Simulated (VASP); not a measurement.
TaN, 4 atoms in the cell. It takes space group P6_3/mmc (No. 194, hexagonal). The conventional cell has a = 2.917 Å, b = 2.917 Å, c = 5.912 Å, α = 90.00°, β = 90.00°, γ = 120.00°. Ta (site symmetry -3m) has 6 N at 2.24 Å and 8 Ta at 2.92 to 2.96 Å within 3.0 Å. Within 3.0 Å of N (site symmetry -6m2) lie 6 Ta at 2.24 Å and 6 N at 2.92 Å. 

- Program: VASP 6.6.1
- Task: single point
- Functional: PBE
- Potentials or basis: VASP PAW PBE potentials, release 64 (Ta_pv, N)
- Cutoff: 520 eV
- k mesh: 9 × 9 × 4
- Occupations: gaussian, width 0.1 eV
- Spin: no spin polarisation
- Dipole correction: no
- Further INCAR settings: ALGO = Normal; EDIFF = 1e-07; NBANDS = 24

Potentials or basis: VASP PAW PBE potentials, release 64 (Ta_pv, N).

Run with:

```sh
$ cat potpaw_PBE.64/Ta_pv/POTCAR potpaw_PBE.64/N/POTCAR > POTCAR
$ mpirun -np 1 vasp_std > vasp.out
```

Hardware: 1 thread of Intel Xeon 6975P-C, on a shared host.

**Question.** How long does it take, and how much memory?

**Answer.** It took 36 s on 1 thread of Intel Xeon 6975P-C, on a shared host, peak memory 0.19 GiB. Counts: scf iterations 15, k points 36.
